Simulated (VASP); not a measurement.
# TlHg3S2 (P-3m1) in VASP: single point with PBE

Aim: the single point of TlHg3S2 with PBE.

Program: VASP 6.6.1. These are calculated values, not measurements. Logs are shortened: lines on timing, memory, paths and dates and some standing lists are left out, and cuts for length are marked.

**1. The cell of the first run**

It takes space group P-3m1 (No. 164, trigonal). The conventional cell has a = 4.149 Å, b = 4.149 Å, c = 10.459 Å, α = 90.00°, β = 90.00°, γ = 120.00°. Within 4.2 Å of Tl (site symmetry -3m) lie 6 S at 3.20 Å and 6 Hg at 4.08 Å and 6 Tl at 4.15 Å. Hg (site symmetry 3m) has 3 S at 2.67 Å and 3 Hg at 3.07 Å within 3.5 Å. Hg (site symmetry -3m) has 12 Hg at 3.07 to 4.15 Å and 6 S at 3.92 Å within 4.2 Å. Within 3.5 Å of S (site symmetry 3m) lie 3 Hg at 2.67 Å and 3 Tl at 3.20 Å.

**2. Single point, PBE**

INCAR

```
SYSTEM = TlHg3S2
ALGO = Normal
EDIFF = 1E-6
ENCUT = 520
GGA = PE
ISIF = 2
ISMEAR = 0
LASPH = .TRUE.
LCHARG = .FALSE.
LREAL = .FALSE.
LWAVE = .FALSE.
NBANDS = 40
NELM = 60
PREC = Accurate
SIGMA = 0.1
```

KPOINTS

```
k-points
0
G
  12 12 4
  0 0 0
```

POSCAR

```
TlHg3S2
1.0
    4.1485939737      0.0000000000      0.0000000000
   -2.0742969869      3.5927877712      0.0000000000
    0.0000000000      0.0000000000     10.4589064634
Tl Hg S
1 3 2
Direct
    0.0000000000      0.0000000000      0.0000000000
    0.3333333333      0.6666666667      0.6839275268
    0.6666666667      0.3333333333      0.3160724732
    0.0000000000      0.0000000000      0.5000000000
    0.6666666667      0.3333333333      0.7970625526
    0.3333333333      0.6666666667      0.2029374474
```

Potentials or basis: VASP PAW PBE potentials, release 64 (Tl_d, Hg, S).

Run with:

```console
> cat potpaw_PBE.64/Tl_d/POTCAR potpaw_PBE.64/Hg/POTCAR potpaw_PBE.64/S/POTCAR > POTCAR
> mpirun -np 1 vasp_std > vasp.out
```

OUTCAR:

```text
SYSTEM = TlHg3S2
   EDIFF = 1E-6
   ENCUT = 520
   GGA = PE
   ISIF = 2
   ISMEAR = 0
   LASPH = .TRUE.
   LREAL = .FALSE.
   NELM = 60
   PREC = Accurate

 ion  position               nearest neighbor table
   1  0.000  0.000  0.000-   5 3.20   6 3.20   5 3.20   6 3.20   5 3.20   6 3.20
   2  0.333  0.667  0.684-   5 2.67   5 2.67   5 2.67   4 3.07   4 3.07   4 3.07
   3  0.667  0.333  0.316-   6 2.67   6 2.67   6 2.67   4 3.07   4 3.07   4 3.07
   4  0.000  0.000  0.500-   2 3.07   3 3.07   3 3.07   2 3.07   3 3.07   2 3.07
   5  0.667  0.333  0.797-   2 2.67   2 2.67   2 2.67   1 3.20   1 3.20   1 3.20
   6  0.333  0.667  0.203-   3 2.67   3 2.67   3 2.67   1 3.20   1 3.20   1 3.20

  LATTYP: Found a hexagonal cell.
 ALAT       =     4.1485939737
 C/A-ratio  =     2.5210725681

  Lattice vectors:

 A1 = (   4.1485939737,   0.0000000000,   0.0000000000)
 A2 = (  -2.0742969869,   3.5927877712,   0.0000000000)
 A3 = (   0.0000000000,   0.0000000000,  10.4589064634)

Analysis of symmetry for initial positions (statically):
=====================================================================
 Subroutine PRICEL returns:
 Original cell was already a primitive cell.

 Routine SETGRP: Setting up the symmetry group for a
 hexagonal supercell.

 Subroutine GETGRP returns: Found 12 space group operations
 (whereof 12 operations were pure point group operations)
 out of a pool of 24 trial point group operations.

The static configuration has the point symmetry D_3d.

Analysis of symmetry for dynamics (positions and initial velocities):
=====================================================================
 Subroutine PRICEL returns:
 Original cell was already a primitive cell.

 Routine SETGRP: Setting up the symmetry group for a
 hexagonal supercell.

 Subroutine GETGRP returns: Found 12 space group operations
 (whereof 12 operations were pure point group operations)
 out of a pool of 24 trial point group operations.

The dynamic configuration has the point symmetry D_3d.

 Subroutine INISYM returns: Found 12 space group operations
 (whereof 12 operations are pure point group operations),
 and found     1 'primitive' translations

----------------------------------------------------------------------------------------

                                     Primitive cell

  volume of cell :     155.8902

  direct lattice vectors                    reciprocal lattice vectors
     4.148593974  0.000000000  0.000000000     0.241045522  0.139167697  0.000000000
    -2.074296987  3.592787771  0.000000000     0.000000000  0.278335394  0.000000000
     0.000000000  0.000000000 10.458906463     0.000000000  0.000000000  0.095612290

  length of vectors
     4.148593974  4.148593974 10.458906463     0.278335394  0.278335394  0.095612290

  position of ions in fractional coordinates (direct lattice)
     0.000000000  0.000000000  0.000000000
     0.333333333  0.666666667  0.683927527
     0.666666667  0.333333333  0.316072473
     0.000000000  0.000000000  0.500000000
     0.666666667  0.333333333  0.797062553
     0.333333333  0.666666667  0.202937447

  ion indices of the primitive-cell ions
   primitive index   ion index
                 1           1
                 2           2
                 3           3
                 4           4
                 5           5
                 6           6

----------------------------------------------------------------------------------------

 KPOINTS: k-points

Automatic generation of k-mesh.
 Grid dimensions read from file:
 generate k-points for:   12   12    4

 Generating k-lattice:

  Cartesian coordinates                     Fractional coordinates (reciprocal lattice)
     0.020087127  0.011597308  0.000000000     0.083333333 -0.000000000  0.000000000
     0.000000000  0.023194616  0.000000000     0.000000000  0.083333333  0.000000000
     0.000000000  0.000000000  0.023903073     0.000000000  0.000000000  0.250000000

  Length of vectors
     0.023194616  0.023194616  0.023903073

  Shift w.r.t. Gamma in fractional coordinates (k-lattice)
     0.000000000  0.000000000  0.000000000

 Subroutine IBZKPT returns following result:
 ===========================================

 Found     69 irreducible k-points:

 Following reciprocal coordinates:
            Coordinates               Weight
  0.000000  0.000000  0.000000      1.000000
  0.083333 -0.000000  0.000000      6.000000
  0.166667  0.000000  0.000000      6.000000
  0.250000  0.000000  0.000000      6.000000
  0.333333  0.000000  0.000000      6.000000
  0.416667  0.000000  0.000000      6.000000
[... 16 lines left out ...]
  0.166667  0.000000  0.250000      6.000000
  0.000000  0.166667  0.250000      6.000000
 [... further k-points ...]
   k-points           NKPTS =     69   k-points in BZ     NKDIM =     69   number of bands    NBANDS=     40
   number of dos      NEDOS =    301   number of ions     NIONS =      6
   total plane-waves  NPLWV =  81920
   dimension x,y,z NGX =    32 NGY =   32 NGZ =   80
   dimension x,y,z NGXF=    64 NGYF=   64 NGZF=  160
   ions per type =               1   3   2
   NGX,Y,Z   is equivalent  to a cutoff of  12.82, 12.82, 12.72 a.u.
   NGXF,Y,Z  is equivalent  to a cutoff of  25.65, 25.65, 25.43 a.u.
 SYSTEM =  TlHg3S2
   PREC   = accura    normal or accurate (medium, high low for compatibility)
   ISTART =      0    job   : 0-new  1-cont  2-samecut
   ICHARG =      2    charge: 1-file 2-atom 10-const
   ISPIN  =      1    spin polarized calculation?
   LNONCOLLINEAR =      F non collinear calculations
   LSORBIT =      F    spin-orbit coupling
   LASPH  =      T    aspherical Exc in radial PAW
   ENCUT  =  520.0 eV  38.22 Ry    6.18 a.u.   7.71  7.71 19.45*2*pi/ulx,y,z
   NELM   =     60;   NELMIN=  2; NELMDL= -5     # of ELM steps
   EDIFF  = 0.1E-05   stopping-criterion for ELM
   LREAL  =      F    real-space projection
   EDIFFG = 0.1E-04   stopping-criterion for IOM
   NSW    =      0    number of steps for IOM
   IBRION =     -1    ionic relax: 0-MD 1-quasi-New 2-CG
   NFREE  =      0    steps in history (QN), initial steepest desc. (CG)
   ISIF   =      2    stress and relaxation
   ISYM   =      2    0-nonsym 1-usesym 2-fastsym
   POTIM  = 0.5000    time-step for ionic-motion
   TEBEG  =    0.0;   TEEND  =   0.0 temperature during run
   PSTRESS=    0.0 pullay stress
   NELECT =      61.0000    total number of electrons
   NUPDOWN=      -1.0000    fix difference up-down
   EMIN   =  10.00;   EMAX   =-10.00  energy-range for DOS
   EFERMI =   0.00;   METHOD = LEGACY
   ISMEAR =     0;   SIGMA  =   0.10  broadening in eV -4-tet -1-fermi 0-gaus
   EFERMI_NEDOS =   21; number of points for ismear=-14 and -15
   IALGO  =     38    algorithm
   IMIX   =      4    mixing-type and parameters
     AMIX     =   0.40;   BMIX     =  1.00
     AMIX_MAG =   1.60;   BMIX_MAG =  1.00
  volume/ion in A,a.u.               =      25.98       175.33
  Fermi-wavevector in a.u.,A,eV,Ry     =   1.197416  2.262789 19.508114  1.433806
  Thomas-Fermi vector in A             =   2.333332
   LORBIT       =      0    0 simple, 1 ext, 2 COOP (PROOUT), +10 PAW based schemes
   GGA     = PE    functional components
   LHFCALC =     F    Hartree Fock is set to
   AEXX    =    0.0000 exact exchange contribution
   IVDW    =     0    specifies the selected vdW correction
   LEPSILON=     F    determine dielectric tensor
   LRPA    =     F    only Hartree local field effects (RPA)
 non-spin polarized calculation
 Gauss-broadening in eV      SIGMA  =   0.10
  energy-cutoff  :      520.00
  volume of cell :      155.89
 maximum number of plane-waves:      4250
 NGX is ok and might be reduce to    32
   NGX = 15   NGY = 15   NGZ = 39

 number of electron      61.0000001 magnetization

 Free energy of the ion-electron system (eV)
  ---------------------------------------------------
  ext. energy  EPLUGINS =         0.00000000
  ---------------------------------------------------
  free energy    TOTEN  =       -11.34042020 eV

  energy without entropy =      -11.33254723  energy(sigma->0) =      -11.33648372

 E-fermi :   3.1273     XC(G=0):  -9.7177

 val. band max:        3.1137508827   @ k =   0.0833   0.0833   0.0000
 cond. band min:       3.1856857080   @ k =   0.1667   0.0000   0.0000
 fundamental gap:      0.0719348253
 Fermi energy:         3.1273301994

 k-point     1 :       0.0000    0.0000    0.0000
  band No.  band energies     occupation
      1      -9.8498      2.00000
      2      -9.6839      2.00000
      3      -7.9275      2.00000
      4      -7.9275      2.00000
      5      -7.8843      2.00000
      6      -7.8356      2.00000
[... 32 lines left out ...]
     39       9.5211      0.00000
     40       9.5244      0.00000

 k-point     2 :       0.0833   -0.0000    0.0000
  band No.  band energies     occupation
      1      -9.8191      2.00000
      2      -9.6670      2.00000
      3      -7.9269      2.00000
      4      -7.9204      2.00000
      5      -7.8796      2.00000
      6      -7.8370      2.00000
[... 32 lines left out ...]
     39       9.8463      0.00000
     40      10.1596      0.00000

 k-point     3 :       0.1667    0.0000    0.0000
  band No.  band energies     occupation
      1      -9.7340      2.00000
      2      -9.6207      2.00000
      3      -7.9279      2.00000
      4      -7.9007      2.00000
      5      -7.8655      2.00000
      6      -7.8408      2.00000
[... 32 lines left out ...]
     39       9.8789      0.00000
     40      10.1067      0.00000

 k-point     4 :       0.2500    0.0000    0.0000
  band No.  band energies     occupation
      1      -9.6178      2.00000
      2      -9.5547      2.00000
      3      -7.9326      2.00000
      4      -7.8743      2.00000
      5      -7.8489      2.00000
      6      -7.8454      2.00000
[... 32 lines left out ...]
     39       9.4826      0.00000
     40      10.0195      0.00000
[... 772 lines left out ...]
     39       9.4337      0.00000
     40       9.5764      0.00000

 k-point    23 :       0.1667    0.0000    0.2500
  band No.  band energies     occupation
      1      -9.7262      2.00000
      2      -9.6292      2.00000
      3      -7.9280      2.00000
      4      -7.9007      2.00000
      5      -7.8655      2.00000
      6      -7.8408      2.00000
[... 32 lines left out ...]
     39       9.8918      0.00000
     40      10.1063      0.00000

 k-point    24 :       0.0000    0.1667    0.2500
  band No.  band energies     occupation
      1      -9.7282      2.00000
      2      -9.6268      2.00000
      3      -7.9281      2.00000
      4      -7.9007      2.00000
      5      -7.8655      2.00000
      6      -7.8408      2.00000
[... 32 lines left out ...]
     39       8.8368      0.00000
     40       9.7854      0.00000

 [... further k-points ...]

------------------------ aborting loop because EDIFF is reached ----------------------------------------

  FORCE on cell =-STRESS in cart. coord.  units (eV):
  Direction    XX          YY          ZZ          XY          YZ          ZX
  --------------------------------------------------------------------------------------
  -------------------------------------------------------------------------------------
  Total        0.1774972      0.1774972      0.1207388     -0.0000000      0.0000000     -0.0000000
  in kB        1.8242452      1.8242452      1.2409053     -0.0000000      0.0000000     -0.0000000
  external PRESSURE =       1.6297986 kB  Pullay stress =       0.0000000 kB

 VOLUME and BASIS-vectors are now :
 -----------------------------------------------------------------------------
  energy-cutoff  :      520.00
  volume of cell :      155.89
      direct lattice vectors                 reciprocal lattice vectors
     4.148593974  0.000000000  0.000000000     0.241045522  0.139167697  0.000000000
    -2.074296987  3.592787771  0.000000000     0.000000000  0.278335394  0.000000000
     0.000000000  0.000000000 10.458906463     0.000000000  0.000000000  0.095612290

 POSITION                                       TOTAL-FORCE (eV/Angst)
 -----------------------------------------------------------------------------------
      0.00000      0.00000      0.00000        -0.000000      0.000000      0.000000
     -0.00000      2.39519      7.15313         0.000000      0.000000      0.004646
      2.07430      1.19760      3.30577         0.000000     -0.000000     -0.004646
      0.00000      0.00000      5.22945        -0.000000      0.000000      0.000000
      2.07430      1.19760      8.33640         0.000000      0.000000      0.026710
     -0.00000      2.39519      2.12250        -0.000000      0.000000     -0.026710
 -----------------------------------------------------------------------------------
    total drift:                                0.000000      0.000000      0.000000

  FREE ENERGIE OF THE ION-ELECTRON SYSTEM (eV)
  ---------------------------------------------------
  free  energy   TOTEN  =       -11.3404202031 eV

  energy  without entropy=      -11.3325472306  energy(sigma->0) =      -11.33648372
```

Wall time 4.8 min (1 thread of Intel Xeon Platinum 8488C (Sapphire Rapids), shared host); peak memory 0.51 GiB.

Results:

| Property | Result |
| --- | --- |
| Free energy | -11.3404 eV |
| Pressure | 0.2 GPa |
| Largest force | 0.027 eV/Å |
| Band gap on the k mesh | zero (an odd number of electrons rules out a gap without spin polarisation) |

Forces in eV/Å, atoms in the order of the input:
```
Tl   0.000  0.000  0.000
Hg   0.000  0.000  0.005
Hg   0.000  0.000 -0.005
Hg   0.000  0.000  0.000
S    0.000  0.000  0.027
S    0.000  0.000 -0.027
```

Levels at points of the mesh, in eV from the Fermi level:
```
           k point  band 27  band 28  band 29  band 30  band 31  band 32  band 33  band 34  band 35  band 36
(0.00, 0.00, 0.00)    -1.22    -1.07    -1.07    -0.88    -0.62     2.11     2.84     4.48     4.48     6.11
(0.50, 0.00, 0.00)    -2.51    -2.23    -1.74    -1.48    -1.27     1.11     1.73     2.61     3.49     3.87
(0.00, 0.00, 0.50)    -1.17    -1.17    -1.12    -1.12     0.78     0.91     3.87     4.67     4.67     5.17
(0.50, 0.00, 0.50)    -2.83    -2.13    -2.01    -1.98    -0.34     0.53     2.16     2.64     3.73     4.19
```

Caveat: spin-orbit coupling is left out, which moves the levels of the heavy elements.

The gap in the log of VASP goes by the Fermi energy; the results here count the filled bands.